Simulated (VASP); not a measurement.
Input of a VASP 6.6.1 run:

INCAR

```
PREC = Accurate ; ENCUT = 520
EDIFF = 1E-6 ; ISMEAR = 0
SIGMA = 0.1 ; LREAL = F
LASPH = T ; NELM = 100
ALGO = Normal ; ISIF = 2
LWAVE = F ; LCHARG = F
GGA = PE ; NBANDS = 18
```

The input KPOINTS:

```
Automatic mesh
0
Gamma
  6 6 6
```

The input POSCAR:

```
KNb
1.0
    0.0000000000      3.0837490595      3.0837490595
    3.0837490595      0.0000000000      3.0837490595
    3.0837490595      3.0837490595      0.0000000000
K Nb
1 1
Direct
    0.0000000000      0.0000000000      0.0000000000
    0.7500000000      0.7500000000      0.7500000000
```

Potentials or basis: VASP PAW PBE potentials, release 64 (K_sv, Nb_sv).

Launch:

```console
$ cat potpaw_PBE.64/K_sv/POTCAR potpaw_PBE.64/Nb_sv/POTCAR > POTCAR
$ mpirun -np 1 vasp_std > vasp.out
```

(1) Estimate the band gap on the k mesh.

(2) What does it give for the pressure?

Answers

(1) zero (bands 11 and 12 overlap by 0.39 eV).

(2) 0.6 GPa.
